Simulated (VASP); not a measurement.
# GaP (zinc blende type) (F-43m) in VASP: further runs

GaP (zinc blende type) is run at these levels: HSE06; tasks: single point.

Program: VASP 6.6.1. These are calculated values, not measurements. Logs are shortened: lines on timing, memory, paths and dates and some standing lists are left out, and cuts for length are marked.

### Step 1. The cell of the first run

The structure is cubic, space group F-43m (No. 216). Conventional cell: a = 5.473 Å, b = 5.473 Å, c = 5.473 Å, α = 90.00°, β = 90.00°, γ = 90.00°. Within 3.1 Å of Ga (site symmetry -43m) lie 4 P at 2.37 Å. P (site symmetry -43m) has 4 Ga at 2.37 Å within 3.1 Å.

### Step 2. Single point, HSE06

File POSCAR:

```
GaP
1.0
    0.0000000000      2.7365095100      2.7365095100
    2.7365095100      0.0000000000      2.7365095100
    2.7365095100      2.7365095100      0.0000000000
Ga P
1 1
Direct
    0.0000000000      0.0000000000      0.0000000000
    0.2500000000      0.2500000000      0.2500000000
```

File INCAR.step1:

```
SYSTEM = GaP
PREC = Accurate ; ENCUT = 520
EDIFF = 1E-5 ; ISMEAR = -1
SIGMA = 0.05 ; LREAL = .False.
LASPH = .True. ; NELM = 80
ALGO = Normal ; ISIF = 2
LWAVE = .True. ; LCHARG = .False.
NBANDS = 16 ; GGA = PE
```

File INCAR.step2:

```
SYSTEM = GaP
PREC = Accurate ; ENCUT = 520
EDIFF = 1E-6 ; ISMEAR = -1
SIGMA = 0.05 ; LREAL = .False.
LASPH = .True. ; NELM = 80
ALGO = Normal ; ISIF = 2
LWAVE = .False. ; LCHARG = .False.
GGA = PE ; LHFCALC = .True.
HFSCREEN = 0.2079 ; PRECFOCK = Normal
NBANDS = 16 ; ISTART = 1
```

File KPOINTS:

```
regular mesh
0
Gamma
  4 4 4
  0 0 0
```

Potentials or basis: VASP PAW PBE potentials, release 64 (Ga_d, P).

On the command line:

```bash
$ cat potpaw_PBE.64/Ga_d/POTCAR potpaw_PBE.64/P/POTCAR > POTCAR
$ cp INCAR.step1 INCAR
$ mpirun -np 1 vasp_std > vasp.out
$ cp INCAR.step2 INCAR
$ mpirun -np 1 vasp_std > vasp.out
```

OUTCAR:

```text
SYSTEM = GaP
   PREC = Accurate
   ENCUT = 520
   EDIFF = 1E-6
   ISMEAR = -1
   LREAL = .False.
   LASPH = .True.
   NELM = 80
   ISIF = 2
   GGA = PE
   LHFCALC = .True.
   HFSCREEN = 0.2079
   PRECFOCK = Normal
   ISTART = 1

 ion  position               nearest neighbor table
   1  0.000  0.000  0.000-   2 2.37   2 2.37   2 2.37   2 2.37
   2  0.250  0.250  0.250-   1 2.37   1 2.37   1 2.37   1 2.37

  LATTYP: Found a face centered cubic cell.
 ALAT       =     5.4730190200

  Lattice vectors:

 A1 = (   0.0000000000,   2.7365095100,   2.7365095100)
 A2 = (   2.7365095100,   0.0000000000,   2.7365095100)
 A3 = (   2.7365095100,   2.7365095100,   0.0000000000)

Analysis of symmetry for initial positions (statically):
=====================================================================
 Subroutine PRICEL returns:
 Original cell was already a primitive cell.

 Routine SETGRP: Setting up the symmetry group for a
 face centered cubic supercell.

 Subroutine GETGRP returns: Found 24 space group operations
 (whereof 24 operations were pure point group operations)
 out of a pool of 48 trial point group operations.

The static configuration has the point symmetry T_d .

Analysis of symmetry for dynamics (positions and initial velocities):
=====================================================================
 Subroutine PRICEL returns:
 Original cell was already a primitive cell.

 Routine SETGRP: Setting up the symmetry group for a
 face centered cubic supercell.

 Subroutine GETGRP returns: Found 24 space group operations
 (whereof 24 operations were pure point group operations)
 out of a pool of 48 trial point group operations.

The dynamic configuration has the point symmetry T_d .

 Subroutine INISYM returns: Found 24 space group operations
 (whereof 24 operations are pure point group operations),
 and found     1 'primitive' translations

----------------------------------------------------------------------------------------

                                     Primitive cell

  volume of cell :      40.9846

  direct lattice vectors                    reciprocal lattice vectors
     0.000000000  2.736509510  2.736509510    -0.182714512  0.182714512  0.182714512
     2.736509510  0.000000000  2.736509510     0.182714512 -0.182714512  0.182714512
     2.736509510  2.736509510  0.000000000     0.182714512  0.182714512 -0.182714512

  length of vectors
     3.870008863  3.870008863  3.870008863     0.316470818  0.316470818  0.316470818

  position of ions in fractional coordinates (direct lattice)
     0.000000000  0.000000000  0.000000000
     0.250000000  0.250000000  0.250000000

  ion indices of the primitive-cell ions
   primitive index   ion index
                 1           1
                 2           2

----------------------------------------------------------------------------------------

 KPOINTS: regular mesh

Automatic generation of k-mesh.
 Grid dimensions read from file:
 generate k-points for:    4    4    4

 Generating k-lattice:

  Cartesian coordinates                     Fractional coordinates (reciprocal lattice)
    -0.045678628  0.045678628  0.045678628     0.250000000  0.000000000  0.000000000
     0.045678628 -0.045678628  0.045678628     0.000000000  0.250000000  0.000000000
     0.045678628  0.045678628 -0.045678628     0.000000000  0.000000000  0.250000000

  Length of vectors
     0.079117705  0.079117705  0.079117705

  Shift w.r.t. Gamma in fractional coordinates (k-lattice)
     0.000000000  0.000000000  0.000000000

 Subroutine IBZKPT returns following result:
 ===========================================

 Found      8 irreducible k-points:

 Following reciprocal coordinates:
            Coordinates               Weight
  0.000000  0.000000  0.000000      1.000000
  0.250000  0.000000  0.000000      8.000000
  0.500000  0.000000  0.000000      4.000000
  0.250000  0.250000  0.000000      6.000000
  0.500000  0.250000  0.000000     24.000000
 -0.250000  0.250000  0.000000     12.000000
  0.500000  0.500000  0.000000      3.000000
 -0.250000  0.500000  0.250000      6.000000
   k-points           NKPTS =      8   k-points in BZ     NKDIM =     64   number of bands    NBANDS=     16
   number of dos      NEDOS =    301   number of ions     NIONS =      2
   total plane-waves  NPLWV =  27000
   dimension x,y,z NGX =    30 NGY =   30 NGZ =   30
   dimension x,y,z NGXF=    60 NGYF=   60 NGZF=   60
   ions per type =               1   1
   NGX,Y,Z   is equivalent  to a cutoff of  12.89, 12.89, 12.89 a.u.
   NGXF,Y,Z  is equivalent  to a cutoff of  25.77, 25.77, 25.77 a.u.
 SYSTEM =  GaP
   PREC   = accura    normal or accurate (medium, high low for compatibility)
   ISTART =      1    job   : 0-new  1-cont  2-samecut
   ICHARG =      0    charge: 1-file 2-atom 10-const
   ISPIN  =      1    spin polarized calculation?
   LNONCOLLINEAR =      F non collinear calculations
   LSORBIT =      F    spin-orbit coupling
   LASPH  =      T    aspherical Exc in radial PAW
   ENCUT  =  520.0 eV  38.22 Ry    6.18 a.u.   7.20  7.20  7.20*2*pi/ulx,y,z
   NELM   =     80;   NELMIN=  2; NELMDL=  0     # of ELM steps
   EDIFF  = 0.1E-05   stopping-criterion for ELM
   LREAL  =      F    real-space projection
   EDIFFG = 0.1E-04   stopping-criterion for IOM
   NSW    =      0    number of steps for IOM
   IBRION =     -1    ionic relax: 0-MD 1-quasi-New 2-CG
   NFREE  =      0    steps in history (QN), initial steepest desc. (CG)
   ISIF   =      2    stress and relaxation
   ISYM   =      3    0-nonsym 1-usesym 2-fastsym
   POTIM  = 0.5000    time-step for ionic-motion
   TEBEG  =    0.0;   TEEND  =   0.0 temperature during run
   PSTRESS=    0.0 pullay stress
   NELECT =      18.0000    total number of electrons
   NUPDOWN=      -1.0000    fix difference up-down
   EMIN   =  10.00;   EMAX   =-10.00  energy-range for DOS
   EFERMI =   0.00;   METHOD = LEGACY
   ISMEAR =    -1;   SIGMA  =   0.05  broadening in eV -4-tet -1-fermi 0-gaus
   EFERMI_NEDOS =   21; number of points for ismear=-14 and -15
   IALGO  =     38    algorithm
   IMIX   =      1    mixing-type and parameters
     AMIX     =   0.40;   BMIX     =  1.00
     AMIX_MAG =   1.60;   BMIX_MAG =  1.00
  volume/ion in A,a.u.               =      20.49       138.29
  Fermi-wavevector in a.u.,A,eV,Ry     =   1.244396  2.351568 21.068922  1.548522
  Thomas-Fermi vector in A             =   2.378665
   LORBIT       =      0    0 simple, 1 ext, 2 COOP (PROOUT), +10 PAW based schemes
   GGA     = PE    functional components
   LHFCALC =     T    Hartree Fock is set to
   PRECFOCK=normal    Normal, Fast or Accurate (Low or Medium for compatibility)
   ENCUT4O =  -1.0   cutoff for four orbital integrals eV
   NKREDX  =     1    reduce k-point grid by
   NKREDY  =     1    reduce k-point grid by
   NKREDZ  =     1    reduce k-point grid by
   AEXX    =    0.2500 exact exchange contribution
   HFSCREEN=    0.2079 screening length (either q_TF or 0.3 A-1)
   HFSCREENC=   0.2079 screening length for correlation (either q_TF or 0.3 A-1)
   ENCUTFOCK=  -1.0 apply spherical cutoff to Coloumb kernel
   IVDW    =     0    specifies the selected vdW correction
   LEPSILON=     F    determine dielectric tensor
   LRPA    =     F    only Hartree local field effects (RPA)
 non-spin polarized calculation
  energy-cutoff  :      520.00
  volume of cell :       40.98
 maximum number of plane-waves:      1124
 NGX is ok and might be reduce to    30
  NGX = 24; NGY = 24; NGZ = 24

 number of electron      17.9999993 magnetization

 Free energy of the ion-electron system (eV)
  ---------------------------------------------------
  ext. energy  EPLUGINS =         0.00000000
  ---------------------------------------------------
  free energy    TOTEN  =       -10.66913730 eV

  energy without entropy =      -10.66913730  energy(sigma->0) =      -10.66913730

 E-fermi :   5.2219     XC(G=0):  -8.0968

 val. band max:        4.1052134822   @ k =   0.0000   0.0000   0.0000
 cond. band min:       6.4378712396   @ k =   0.5000   0.5000   0.0000
 fundamental gap:      2.3326577573
 Fermi energy:         5.2218988997

 k-point     1 :       0.0000    0.0000    0.0000
  band No.  band energies     occupation
      1     -12.9494      2.00000
      2     -12.9494      2.00000
      3     -12.9494      2.00000
      4     -12.8519      2.00000
      5     -12.8519      2.00000
      6      -9.5560      2.00000
      7       4.1052      2.00000
      8       4.1052      2.00000
      9       4.1052      2.00000
     10       6.8317      0.00000
     11       8.8832      0.00000
     12       8.8832      0.00000
     13       8.8832      0.00000
     14      13.9223      0.00000
     15      14.9890      0.00000
     16      14.9890      0.00000

 k-point     2 :       0.2500    0.0000    0.0000
  band No.  band energies     occupation
      1     -12.9766      2.00000
      2     -12.9363      2.00000
      3     -12.9363      2.00000
      4     -12.8510      2.00000
      5     -12.8510      2.00000
      6      -8.7346      2.00000
      7      -0.0165      2.00000
      8       3.4094      2.00000
      9       3.4094      2.00000
     10       7.1208      0.00000
     11       9.7831      0.00000
     12       9.7831      0.00000
     13      11.4647      0.00000
     14      14.1170      0.00000
     15      14.1170      0.00000
     16      15.0190      0.00000

 k-point     3 :       0.5000    0.0000    0.0000
  band No.  band energies     occupation
      1     -13.0026      2.00000
      2     -12.9267      2.00000
      3     -12.9267      2.00000
      4     -12.8466      2.00000
      5     -12.8466      2.00000
      6      -7.3680      2.00000
      7      -3.0383      2.00000
      8       2.9130      2.00000
      9       2.9130      2.00000
     10       6.5989      0.00000
     11       9.7295      0.00000
     12       9.7295      0.00000
     13      13.3518      0.00000
     14      16.1822      0.00000
     15      17.0619      0.00000
     16      17.0619      0.00000

 k-point     4 :       0.2500    0.2500    0.0000
  band No.  band energies     occupation
      1     -12.9970      2.00000
      2     -12.9215      2.00000
      3     -12.9215      2.00000
      4     -12.8650      2.00000
      5     -12.8428      2.00000
      6      -8.4524      2.00000
      7       0.2143      2.00000
      8       2.3229      2.00000
      9       2.3229      2.00000
     10       7.0701      0.00000
     11       8.6939      0.00000
     12      11.9223      0.00000
     13      11.9223      0.00000
     14      12.9208      0.00000
     15      16.0097      0.00000
     16      17.9724      0.00000

 k-point     5 :       0.5000    0.2500    0.0000
  band No.  band energies     occupation
      1     -13.0147      2.00000
      2     -12.9143      2.00000
      3     -12.9083      2.00000
      4     -12.8645      2.00000
      5     -12.8416      2.00000
      6      -7.0164      2.00000
      7      -2.4819      2.00000
      8       0.6864      2.00000
      9       1.9383      2.00000
     10       7.3461      0.00000
     11       9.9927      0.00000
     12      11.6711      0.00000
     13      12.2352      0.00000
     14      16.1519      0.00000
     15      17.1585      0.00000
     16      18.6694      0.00000

 k-point     6 :      -0.2500    0.2500    0.0000
  band No.  band energies     occupation
      1     -13.0000      2.00000
      2     -12.9230      2.00000
      3     -12.9201      2.00000
      4     -12.8531      2.00000
      5     -12.8507      2.00000
      6      -7.5575      2.00000
      7      -1.6989      2.00000
      8       0.5138      2.00000
      9       2.8329      2.00000
     10       8.1480      0.00000
     11      10.8078      0.00000
     12      10.9850      0.00000
     13      11.3179      0.00000
     14      13.4012      0.00000
     15      16.4058      0.00000
     16      18.7331      0.00000

 k-point     7 :       0.5000    0.5000    0.0000
  band No.  band energies     occupation
      1     -13.0371      2.00000
      2     -12.8925      2.00000
      3     -12.8925      2.00000
      4     -12.8811      2.00000
      5     -12.8337      2.00000
      6      -6.4049      2.00000
      7      -3.1534      2.00000
      8       1.2297      2.00000
      9       1.2297      2.00000
     10       6.4379      0.00000
     11       6.6999      0.00000
     12      16.0743      0.00000
     13      16.0743      0.00000
     14      16.5831      0.00000
     15      17.8297      0.00000
     16      18.3229      0.00000

 k-point     8 :      -0.2500    0.5000    0.2500
  band No.  band energies     occupation
      1     -13.0186      2.00000
      2     -12.9158      2.00000
      3     -12.8955      2.00000
      4     -12.8658      2.00000
      5     -12.8445      2.00000
      6      -6.3163      2.00000
      7      -2.9118      2.00000
      8       0.2894      2.00000
      9       0.4886      2.00000
     10       9.6218      0.00000
     11      10.0331      0.00000
     12      11.1622      0.00000
     13      11.2130      0.00000
     14      17.0057      0.00000
     15      17.3418      0.00000
     16      19.2224      0.00000

------------------------ aborting loop because EDIFF is reached ----------------------------------------

  FORCE on cell =-STRESS in cart. coord.  units (eV):
  Direction    XX          YY          ZZ          XY          YZ          ZX
  --------------------------------------------------------------------------------------
  -------------------------------------------------------------------------------------
  Total       -0.0340978     -0.0340978     -0.0340978      0.0000000     -0.0000000      0.0000000
  in kB       -1.3329573     -1.3329573     -1.3329573      0.0000000     -0.0000000      0.0000000
  external PRESSURE =      -1.3329573 kB  Pullay stress =       0.0000000 kB

 VOLUME and BASIS-vectors are now :
 -----------------------------------------------------------------------------
  energy-cutoff  :      520.00
  volume of cell :       40.98
      direct lattice vectors                 reciprocal lattice vectors
     0.000000000  2.736509510  2.736509510    -0.182714512  0.182714512  0.182714512
     2.736509510  0.000000000  2.736509510     0.182714512 -0.182714512  0.182714512
     2.736509510  2.736509510  0.000000000     0.182714512  0.182714512 -0.182714512

 POSITION                                       TOTAL-FORCE (eV/Angst)
 -----------------------------------------------------------------------------------
      0.00000      0.00000      0.00000         0.000000     -0.000000     -0.000000
      1.36825      1.36825      1.36825        -0.000000      0.000000      0.000000
 -----------------------------------------------------------------------------------
    total drift:                               -0.000055     -0.000058     -0.000048

  FREE ENERGIE OF THE ION-ELECTRON SYSTEM (eV)
  ---------------------------------------------------
  free  energy   TOTEN  =       -10.6691372971 eV

  energy  without entropy=      -10.6691372970  energy(sigma->0) =      -10.66913730
```

It took 7.2 min on 1 thread of Intel Xeon Platinum 8259CL at 2.50GHz (Skylake/Cascade Lake), shared host; peak memory 0.27 GiB.

What came out:

| Property | Result |
| --- | --- |
| Free energy | -10.6691 eV |
| Pressure | -0.1 GPa |
| Band gap on the k mesh | 2.33 eV (least direct gap 2.73 eV) |

Caveat: the k points lie up to 0.50 Å⁻¹ apart; the PAW data sets were made with another functional, which shifts forces and pressure a little.

### Step 3. Single point, HSE06

This run uses another cell than the first one, of 21.12 Å³/atom.

File POSCAR:

```
GaP
1.0
    0.0000000000      2.7641528912      2.7641528912
    2.7641528912      0.0000000000      2.7641528912
    2.7641528912      2.7641528912      0.0000000000
Ga P
1 1
Direct
    0.0000000000      0.0000000000      0.0000000000
    0.2500000000      0.2500000000      0.2500000000
```

File INCAR.step1:

```
SYSTEM = GaP
PREC = Accurate
ENCUT = 520
EDIFF = 1E-5
ISMEAR = -1
SIGMA = 0.05
LREAL = .FALSE.
LASPH = .TRUE.
NELM = 60
ALGO = Normal
ISIF = 2
LWAVE = .TRUE.
LCHARG = .FALSE.
GGA = PE
NBANDS = 16
```

File INCAR.step2:

```
SYSTEM = GaP
PREC = Accurate
ENCUT = 520
EDIFF = 1E-7
ISMEAR = -1
SIGMA = 0.05
LREAL = .FALSE.
LASPH = .TRUE.
NELM = 60
ALGO = Normal
ISIF = 2
LWAVE = .FALSE.
LCHARG = .FALSE.
GGA = PE
LHFCALC = .TRUE.
HFSCREEN = 0.2079
PRECFOCK = Normal
ISTART = 1
NBANDS = 16
```

File KPOINTS:

```
Automatic mesh
0
G
  4 4 4
  0 0 0
```

Potentials or basis: VASP PAW PBE potentials, release 64 (Ga_d, P).

On the command line:

```bash
$ cat potpaw_PBE.64/Ga_d/POTCAR potpaw_PBE.64/P/POTCAR > POTCAR
$ cp INCAR.step1 INCAR
$ mpirun -np 1 vasp_std > vasp.out
$ cp INCAR.step2 INCAR
$ mpirun -np 1 vasp_std > vasp.out
```

It took 7.7 min on 1 thread of Intel Xeon Platinum 8259CL at 2.50GHz (Skylake/Cascade Lake), shared host; peak memory 0.27 GiB.

Results (log left out):

- Free energy: -10.6581 eV
- Pressure: -2.6 GPa
- Band gap on the k mesh: 2.39 eV (least direct gap 2.45 eV)

Levels at points of the mesh, in eV from the valence-band top:
```
           k point  band 5  band 6  band 7  band 8  band 9  band 10  band 11  band 12  band 13  band 14
(0.00, 0.00, 0.00)  -16.94  -13.43    0.00    0.00    0.00     2.45     4.78     4.78     4.78     9.67
(0.50, 0.00, 0.00)  -16.93  -11.34   -6.96   -1.15   -1.15     2.39     5.62     5.62     9.18    11.84
(0.50, 0.50, 0.00)  -16.92  -10.42   -7.11   -2.77   -2.77     2.39     2.61    11.72    11.72    12.18
```

Caveat: the k points lie up to 0.49 Å⁻¹ apart; the PAW data sets were made with another functional, which shifts forces and pressure a little. A k mesh can miss the band edges.
